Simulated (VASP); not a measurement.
# Ca (Fm-3m) in VASP: a series of runs

Runs on Ca. Level: PBE+D3(BJ). Tasks: single point, relaxation of cell and atoms.

Everything below comes from runs of VASP 6.6.1. Logs are shortened: lines on timing, memory, paths and dates and some standing lists are left out, and cuts for length are marked.

### 1 The cell of the first run

The structure is cubic, space group Fm-3m (No. 225). Conventional cell: a = 5.436 Å, b = 5.436 Å, c = 5.436 Å, α = 90.00°, β = 90.00°, γ = 90.00°. Within 5.0 Å of Ca (site symmetry m-3m) lie 12 Ca at 3.84 Å.

### 2 Single point, PBE+D3(BJ)

INCAR

```
SYSTEM = Ca
ALGO = Normal ; EDIFF = 1E-6
ENCUT = 520 ; GGA = PE
ISIF = 2 ; ISMEAR = 0
IVDW = 12 ; LASPH = .TRUE.
LCHARG = .FALSE. ; LREAL = .FALSE.
LWAVE = .FALSE. ; NBANDS = 11
NELM = 100 ; PREC = Accurate
SIGMA = 0.1
```

KPOINTS

```
k-points
0
G
  14 14 14
  0 0 0
```

POSCAR

```
Ca
1.0
    0.0000000000      2.7177667219      2.7177667219
    2.7177667219      0.0000000000      2.7177667219
    2.7177667219      2.7177667219      0.0000000000
Ca
1
Direct
    0.0000000000      0.0000000000      0.0000000000
```

Potentials or basis: VASP PAW PBE potentials, release 64 (Ca_sv).

Started as:

```bash
> cat potpaw_PBE.64/Ca_sv/POTCAR > POTCAR
> mpirun -np 1 vasp_std > vasp.out
```

OUTCAR:

```text
SYSTEM = Ca
   EDIFF = 1E-6
   ENCUT = 520
   GGA = PE
   ISIF = 2
   ISMEAR = 0
   IVDW = 12
   LASPH = .TRUE.
   LREAL = .FALSE.
   NELM = 100
   PREC = Accurate
 IVDW          = 12

 ion  position               nearest neighbor table
   1  0.000  0.000  0.000-

  LATTYP: Found a face centered cubic cell.
 ALAT       =     5.4355334438

  Lattice vectors:

 A1 = (   0.0000000000,   2.7177667219,   2.7177667219)
 A2 = (   2.7177667219,   0.0000000000,   2.7177667219)
 A3 = (   2.7177667219,   2.7177667219,   0.0000000000)

Analysis of symmetry for initial positions (statically):
=====================================================================
 Subroutine PRICEL returns:
 Original cell was already a primitive cell.

 Routine SETGRP: Setting up the symmetry group for a
 face centered cubic supercell.

 Subroutine GETGRP returns: Found 48 space group operations
 (whereof 48 operations were pure point group operations)
 out of a pool of 48 trial point group operations.

The static configuration has the point symmetry O_h .

Analysis of symmetry for dynamics (positions and initial velocities):
=====================================================================
 Subroutine PRICEL returns:
 Original cell was already a primitive cell.

 Routine SETGRP: Setting up the symmetry group for a
 face centered cubic supercell.

 Subroutine GETGRP returns: Found 48 space group operations
 (whereof 48 operations were pure point group operations)
 out of a pool of 48 trial point group operations.

The dynamic configuration has the point symmetry O_h .

 Subroutine INISYM returns: Found 48 space group operations
 (whereof 48 operations are pure point group operations),
 and found     1 'primitive' translations

----------------------------------------------------------------------------------------

                                     Primitive cell

  volume of cell :      40.1482

  direct lattice vectors                    reciprocal lattice vectors
     0.000000000  2.717766722  2.717766722    -0.183974583  0.183974583  0.183974583
     2.717766722  0.000000000  2.717766722     0.183974583 -0.183974583  0.183974583
     2.717766722  2.717766722  0.000000000     0.183974583  0.183974583 -0.183974583

  length of vectors
     3.843502557  3.843502557  3.843502557     0.318653325  0.318653325  0.318653325

  position of ions in fractional coordinates (direct lattice)
     0.000000000  0.000000000  0.000000000

  ion indices of the primitive-cell ions
   primitive index   ion index
                 1           1

----------------------------------------------------------------------------------------

 KPOINTS: k-points

Automatic generation of k-mesh.
 Grid dimensions read from file:
 generate k-points for:   14   14   14

 Generating k-lattice:

  Cartesian coordinates                     Fractional coordinates (reciprocal lattice)
    -0.013141042  0.013141042  0.013141042     0.071428571  0.000000000  0.000000000
     0.013141042 -0.013141042  0.013141042     0.000000000  0.071428571  0.000000000
     0.013141042  0.013141042 -0.013141042     0.000000000  0.000000000  0.071428571

  Length of vectors
     0.022760952  0.022760952  0.022760952

  Shift w.r.t. Gamma in fractional coordinates (k-lattice)
     0.000000000  0.000000000  0.000000000

 Subroutine IBZKPT returns following result:
 ===========================================

 Found    104 irreducible k-points:

 Following reciprocal coordinates:
            Coordinates               Weight
  0.000000  0.000000  0.000000      1.000000
  0.071429  0.000000  0.000000      8.000000
  0.142857  0.000000  0.000000      8.000000
  0.214286  0.000000  0.000000      8.000000
  0.285714  0.000000  0.000000      8.000000
  0.357143  0.000000  0.000000      8.000000
[... 16 lines left out ...]
  0.214286  0.142857  0.000000     24.000000
  0.285714  0.142857  0.000000     24.000000
 [... further k-points ...]
   k-points           NKPTS =    104   k-points in BZ     NKDIM =    104   number of bands    NBANDS=     11
   number of dos      NEDOS =    301   number of ions     NIONS =      1
   total plane-waves  NPLWV =  27000
   dimension x,y,z NGX =    30 NGY =   30 NGZ =   30
   dimension x,y,z NGXF=    60 NGYF=   60 NGZF=   60
   ions per type =               1
   NGX,Y,Z   is equivalent  to a cutoff of  12.98, 12.98, 12.98 a.u.
   NGXF,Y,Z  is equivalent  to a cutoff of  25.95, 25.95, 25.95 a.u.
 SYSTEM =  Ca
   PREC   = accura    normal or accurate (medium, high low for compatibility)
   ISTART =      0    job   : 0-new  1-cont  2-samecut
   ICHARG =      2    charge: 1-file 2-atom 10-const
   ISPIN  =      1    spin polarized calculation?
   LNONCOLLINEAR =      F non collinear calculations
   LSORBIT =      F    spin-orbit coupling
   LASPH  =      T    aspherical Exc in radial PAW
   ENCUT  =  520.0 eV  38.22 Ry    6.18 a.u.   7.15  7.15  7.15*2*pi/ulx,y,z
   NELM   =    100;   NELMIN=  2; NELMDL= -5     # of ELM steps
   EDIFF  = 0.1E-05   stopping-criterion for ELM
   LREAL  =      F    real-space projection
   EDIFFG = 0.1E-04   stopping-criterion for IOM
   NSW    =      0    number of steps for IOM
   IBRION =     -1    ionic relax: 0-MD 1-quasi-New 2-CG
   NFREE  =      0    steps in history (QN), initial steepest desc. (CG)
   ISIF   =      2    stress and relaxation
   ISYM   =      2    0-nonsym 1-usesym 2-fastsym
   POTIM  = 0.5000    time-step for ionic-motion
   TEBEG  =    0.0;   TEEND  =   0.0 temperature during run
   PSTRESS=    0.0 pullay stress
   NELECT =      10.0000    total number of electrons
   NUPDOWN=      -1.0000    fix difference up-down
   EMIN   =  10.00;   EMAX   =-10.00  energy-range for DOS
   EFERMI =   0.00;   METHOD = LEGACY
   ISMEAR =     0;   SIGMA  =   0.10  broadening in eV -4-tet -1-fermi 0-gaus
   EFERMI_NEDOS =   21; number of points for ismear=-14 and -15
   IALGO  =     38    algorithm
   IMIX   =      4    mixing-type and parameters
     AMIX     =   0.40;   BMIX     =  1.00
     AMIX_MAG =   1.60;   BMIX_MAG =  1.00
  volume/ion in A,a.u.               =      40.15       270.93
  Fermi-wavevector in a.u.,A,eV,Ry     =   1.030037  1.946487 14.435447  1.060975
  Thomas-Fermi vector in A             =   2.164114
   LORBIT       =      0    0 simple, 1 ext, 2 COOP (PROOUT), +10 PAW based schemes
   GGA     = PE    functional components
   LHFCALC =     F    Hartree Fock is set to
   AEXX    =    0.0000 exact exchange contribution
   IVDW    =    12    specifies the selected vdW correction
   LEPSILON=     F    determine dielectric tensor
   LRPA    =     F    only Hartree local field effects (RPA)
 non-spin polarized calculation
 Gauss-broadening in eV      SIGMA  =   0.10
  energy-cutoff  :      520.00
  volume of cell :       40.15
 maximum number of plane-waves:      1106
 NGX is ok and might be reduce to    30
   NGX = 15   NGY = 15   NGZ = 15

 number of electron      10.0000001 magnetization

 Free energy of the ion-electron system (eV)
  ---------------------------------------------------
  ext. energy  EPLUGINS =         0.00000000
  ---------------------------------------------------
  free energy    TOTEN  =        -1.92704708 eV

  energy without entropy =       -1.92002354  energy(sigma->0) =       -1.92353531

 E-fermi :   2.1551     XC(G=0):  -7.8913

 val. band max:        2.1349013232   @ k =  -0.4286   0.1429   0.0000
 cond. band min:       2.1559801498   @ k =  -0.4286   0.2143   0.0714
 fundamental gap:      0.0210788266
 Fermi energy:         2.1550615024

 k-point     1 :       0.0000    0.0000    0.0000
  band No.  band energies     occupation
      1     -39.7411      2.00000
      2     -20.6509      2.00000
      3     -20.6509      2.00000
      4     -20.6509      2.00000
      5      -1.9526      2.00000
      6       4.5654      0.00000
      7       4.5654      0.00000
      8       4.5654      0.00000
      9       5.6999      0.00000
     10       5.6999      0.00000
     11      11.4988      0.00000

 k-point     2 :       0.0714    0.0000    0.0000
  band No.  band energies     occupation
      1     -39.7403      2.00000
      2     -20.6593      2.00000
      3     -20.6521      2.00000
      4     -20.6521      2.00000
      5      -1.8613      2.00000
      6       4.4651      0.00000
      7       4.6011      0.00000
      8       4.6011      0.00000
      9       5.6680      0.00000
     10       5.6680      0.00000
     11      11.6200      0.00000

 k-point     3 :       0.1429    0.0000    0.0000
  band No.  band energies     occupation
      1     -39.7379      2.00000
      2     -20.6827      2.00000
      3     -20.6552      2.00000
      4     -20.6552      2.00000
      5      -1.5926      2.00000
      6       4.1954      0.00000
      7       4.6822      0.00000
      8       4.6822      0.00000
      9       5.6103      0.00000
     10       5.6103      0.00000
     11      11.5544      0.00000

 k-point     4 :       0.2143    0.0000    0.0000
  band No.  band energies     occupation
      1     -39.7345      2.00000
      2     -20.7163      2.00000
      3     -20.6598      2.00000
      4     -20.6598      2.00000
      5      -1.1614      2.00000
      6       3.8192      0.00000
      7       4.7250      0.00000
      8       4.7250      0.00000
      9       5.6351      0.00000
     10       5.6351      0.00000
     11      10.4430      0.00000

 k-point     5 :       0.2857    0.0000    0.0000
  band No.  band energies     occupation
      1     -39.7306      2.00000
      2     -20.7532      2.00000
      3     -20.6648      2.00000
      4     -20.6648      2.00000
      5      -0.5942      2.00000
      6       3.3839      0.00000
      7       4.6655      0.00000
      8       4.6655      0.00000
      9       5.8202      0.00000
     10       5.8202      0.00000
     11       9.3677      0.00000
[... 211 lines left out ...]
 k-point    21 :      -0.0714    0.0714    0.0000
  band No.  band energies     occupation
      1     -39.7389      2.00000
      2     -20.6709      2.00000
      3     -20.6570      2.00000
      4     -20.6525      2.00000
      5      -1.7110      2.00000
      6       4.3171      0.00000
      7       4.6376      0.00000
      8       4.6657      0.00000
      9       5.5442      0.00000
     10       5.7033      0.00000
     11      11.7752      0.00000

 k-point    22 :       0.1429    0.1429    0.0000
  band No.  band energies     occupation
      1     -39.7368      2.00000
      2     -20.6818      2.00000
      3     -20.6623      2.00000
      4     -20.6623      2.00000
      5      -1.4743      2.00000
      6       4.1063      0.00000
      7       4.7641      0.00000
      8       4.7641      0.00000
      9       5.2229      0.00000
     10       5.8252      0.00000
     11      12.0905      0.00000

 k-point    23 :       0.2143    0.1429    0.0000
  band No.  band energies     occupation
      1     -39.7343      2.00000
      2     -20.7036      2.00000
      3     -20.6680      2.00000
      4     -20.6667      2.00000
      5      -1.1583      2.00000
      6       3.8647      0.00000
      7       4.7704      0.00000
      8       4.8619      0.00000
      9       5.1229      0.00000
     10       5.8895      0.00000
     11      11.4331      0.00000

 k-point    24 :       0.2857    0.1429    0.0000
  band No.  band energies     occupation
      1     -39.7309      2.00000
      2     -20.7337      2.00000
      3     -20.6737      2.00000
      4     -20.6719      2.00000
      5      -0.6912      2.00000
      6       3.5561      0.00000
      7       4.5293      0.00000
      8       4.8981      0.00000
      9       5.3562      0.00000
     10       6.0181      0.00000
     11      10.2266      0.00000

 [... further k-points ...]

------------------------ aborting loop because EDIFF is reached ----------------------------------------

 Edisp (eV)   -0.24109

 E8    (eV) :    -0.1215

  FORCE on cell =-STRESS in cart. coord.  units (eV):
  Direction    XX          YY          ZZ          XY          YZ          ZX
  --------------------------------------------------------------------------------------
  -------------------------------------------------------------------------------------
  Total      -0.00101    -0.00101    -0.00101    -0.00000    -0.00000     0.00000
  in kB      -0.04048    -0.04048    -0.04048    -0.00000    -0.00000     0.00000
  external pressure =       -0.04 kB  Pullay stress =        0.00 kB

 VOLUME and BASIS-vectors are now :
 -----------------------------------------------------------------------------
  energy-cutoff  :      520.00
  volume of cell :       40.15
      direct lattice vectors                 reciprocal lattice vectors
     0.000000000  2.717766722  2.717766722    -0.183974583  0.183974583  0.183974583
     2.717766722  0.000000000  2.717766722     0.183974583 -0.183974583  0.183974583
     2.717766722  2.717766722  0.000000000     0.183974583  0.183974583 -0.183974583

 POSITION                                       TOTAL-FORCE (eV/Angst)
 -----------------------------------------------------------------------------------
      0.00000      0.00000      0.00000         0.000000      0.000000      0.000000
 -----------------------------------------------------------------------------------
    total drift:                               -0.000000     -0.000000      0.000000

  FREE ENERGIE OF THE ION-ELECTRON SYSTEM (eV)
  ---------------------------------------------------
  free  energy   TOTEN  =        -2.1681417405 eV

  energy  without entropy=       -2.1611181990  energy(sigma->0) =       -2.16462997
```

Wall time 16 s (1 thread of Intel Xeon 6975P-C (Granite Rapids), shared host); peak memory 0.2 GiB.

Results:

| Quantity | Value |
| --- | --- |
| Free energy | -2.1681 eV |
| Pressure | 0.0 GPa |
| Band gap on the k mesh | zero (bands 5 and 6 overlap by 0.24 eV) |
| Dispersion energy per atom | -0.241 eV |

### 3 Relaxation of cell and atoms, PBE+D3(BJ)

This run uses another cell than the first one, of 43.63 Å³/atom.

INCAR

```
SYSTEM = Ca
PREC     = Accurate       ! precision mode
ENCUT    = 600            ! plane-wave cutoff, eV
EDIFF    = 1E-7           ! SCF threshold, eV
ISMEAR   = 0              ! smearing method
SIGMA    = 0.1            ! smearing width, eV
LREAL    = .FALSE.        ! projectors in reciprocal space
LASPH    = .TRUE.         ! aspherical terms in the spheres
NELM     = 100            ! most SCF steps
ALGO     = Normal         ! electronic algorithm
ISIF     = 3              ! what is computed and relaxed
LWAVE    = .FALSE.        ! write WAVECAR
LCHARG   = .FALSE.        ! write CHGCAR
GGA      = PE             ! functional
IVDW     = 12             ! dispersion correction
IBRION   = 2              ! ionic algorithm
NSW      = 100            ! ionic steps
EDIFFG   = -0.005         ! ionic threshold
```

KPOINTS

```
regular mesh
0
G
  14 14 14
  0 0 0
```

POSCAR

```
Ca
1.0
    0.0000000000      2.7942000000      2.7942000000
    2.7942000000      0.0000000000      2.7942000000
    2.7942000000      2.7942000000      0.0000000000
Ca
1
Direct
    0.0000000000      0.0000000000      0.0000000000
```

Potentials or basis: VASP PAW PBE potentials, release 64 (Ca_sv).

Started as:

```bash
> cat potpaw_PBE.64/Ca_sv/POTCAR > POTCAR
> mpirun -np 1 vasp_std > vasp.out
```

OUTCAR:

```text
SYSTEM = Ca
   PREC = Accurate
   ENCUT = 600
   EDIFF = 1E-7
   ISMEAR = 0
   LREAL = .FALSE.
   LASPH = .TRUE.
   NELM = 100
   ISIF = 3
   GGA = PE
   IVDW = 12
   IBRION = 2
   NSW = 100
   EDIFFG = -0.005
 IVDW          = 12

 ion  position               nearest neighbor table
   1  0.000  0.000  0.000-

  LATTYP: Found a face centered cubic cell.
 ALAT       =     5.5884000000

  Lattice vectors:

 A1 = (   0.0000000000,   2.7942000000,   2.7942000000)
 A2 = (   2.7942000000,   0.0000000000,   2.7942000000)
 A3 = (   2.7942000000,   2.7942000000,   0.0000000000)

Analysis of symmetry for initial positions (statically):
=====================================================================
 Subroutine PRICEL returns:
 Original cell was already a primitive cell.

 Routine SETGRP: Setting up the symmetry group for a
 face centered cubic supercell.

 Subroutine GETGRP returns: Found 48 space group operations
 (whereof 48 operations were pure point group operations)
 out of a pool of 48 trial point group operations.

The static configuration has the point symmetry O_h .

Analysis of symmetry for dynamics (positions and initial velocities):
[... 148 lines left out ...]
--------------------------------------- Ionic step        1  -------------------------------------------

 number of electron      10.0000001 magnetization

 Free energy of the ion-electron system (eV)
  ---------------------------------------------------
  ext. energy  EPLUGINS =         0.00000000
  ---------------------------------------------------
  free energy    TOTEN  =        -1.93104103 eV

  energy without entropy =       -1.92408246  energy(sigma->0) =       -1.92756175

------------------------ aborting loop because EDIFF is reached ----------------------------------------

 Edisp (eV)   -0.22242

 E8    (eV) :    -0.1124
[... 108 lines left out ...]
--------------------------------------- Ionic step        4  -------------------------------------------

 number of electron      10.0000000 magnetization

 Free energy of the ion-electron system (eV)
  ---------------------------------------------------
  ext. energy  EPLUGINS =         0.00000000
  ---------------------------------------------------
  free energy    TOTEN  =        -1.92755152 eV

  energy without entropy =       -1.92052671  energy(sigma->0) =       -1.92403912

 E-fermi :   2.1482     XC(G=0):  -7.8860

 val. band max:        2.1272525481   @ k =  -0.4286   0.1429   0.0000
 cond. band min:       2.1486569522   @ k =  -0.4286   0.2143   0.0714
 fundamental gap:      0.0214044041
 Fermi energy:         2.1482225577

 k-point     1 :       0.0000    0.0000    0.0000
  band No.  band energies     occupation
      1     -39.7516      2.00000
      2     -20.6619      2.00000
      3     -20.6619      2.00000
      4     -20.6619      2.00000
      5      -1.9563      2.00000
      6       4.5564      0.00000
      7       4.5564      0.00000
      8       4.5564      0.00000
      9       5.6885      0.00000
[... 265 lines left out ...]
 k-point    24 :       0.2857    0.1429    0.0000
  band No.  band energies     occupation
      1     -39.7414      2.00000
      2     -20.7442      2.00000
      3     -20.6846      2.00000
      4     -20.6828      2.00000
      5      -0.6965      2.00000
      6       3.5487      0.00000
      7       4.5203      0.00000
      8       4.8883      0.00000
      9       5.3455      0.00000

 [... further k-points ...]

------------------------ aborting loop because EDIFF is reached ----------------------------------------

 Edisp (eV)   -0.24071

 E8    (eV) :    -0.1213
[... 24 lines left out ...]
  FREE ENERGIE OF THE ION-ELECTRON SYSTEM (eV)
  ---------------------------------------------------
  free  energy   TOTEN  =        -2.1682574879 eV

  energy  without entropy=       -2.1612326817  energy(sigma->0) =       -2.16474508

 reached required accuracy - stopping structural energy minimisation
```

It took 46 s on 1 thread of Intel Xeon 6975P-C (Granite Rapids), shared host; peak memory 0.23 GiB.

What came out:

- Free energy: -2.1683 eV
- Relaxed volume: 40.21 Å³/atom
- Relaxed cell: a = 3.846 Å, b = 3.846 Å, c = 3.846 Å, α = 60.00°, β = 60.00°, γ = 60.00°
- Space group after relaxing (to 0.1 Å): Fm-3m (No. 225)
- Energy gained by relaxing: 14.8 meV/atom
- Ionic steps: 4
- Pressure after relaxing: 0.0 GPa
- Band gap on the k mesh: zero (bands 5 and 6 overlap by 0.24 eV)
- Dispersion energy per atom: -0.241 eV

Step by step:
| step | energy change (eV) | largest force (eV/Å) | pressure (GPa) | volume (Å³) |
| --- | --- | --- | --- | --- |
| 1 | 0.0000 | 0.0000 | -1.31 | 43.63 |
| 2 | -0.0128 | 0.0000 | -0.51 | 41.41 |
| 3 | -0.0148 | 0.0000 | -0.04 | 40.30 |
| 4 | -0.0148 | 0.0000 | 0.00 | 40.21 |

Final structure:
```cif
data_structure
_symmetry_space_group_name_H-M 'P 1'
_symmetry_Int_Tables_number 1
_cell_length_a 3.8456
_cell_length_b 3.8456
_cell_length_c 3.8456
_cell_angle_alpha 60.000
_cell_angle_beta 60.000
_cell_angle_gamma 60.000
_cell_volume 40.21
loop_
_atom_site_label
_atom_site_type_symbol
_atom_site_fract_x
_atom_site_fract_y
_atom_site_fract_z
_atom_site_occupancy
Ca1 Ca 0.00000 0.00000 0.00000 1
```

Levels at points of the mesh, in eV from the Fermi level:
| k point | band 1 | band 2 | band 3 | band 4 | band 5 | band 6 | band 7 | band 8 | band 9 |
| --- | --- | --- | --- | --- | --- | --- | --- | --- | --- |
| (0.00, 0.00, 0.00) | -41.90 | -22.81 | -22.81 | -22.81 | -4.10 | 2.41 | 2.41 | 2.41 | 3.54 |
| (0.50, 0.00, 0.00) | -41.88 | -22.98 | -22.83 | -22.83 | -1.00 | -0.12 | 2.28 | 2.28 | 4.27 |
| (0.50, 0.50, 0.00) | -41.88 | -22.97 | -22.87 | -22.87 | -0.50 | 0.56 | 1.07 | 4.26 | 4.46 |

The gap in the log of VASP goes by the Fermi energy; the results here count the filled bands.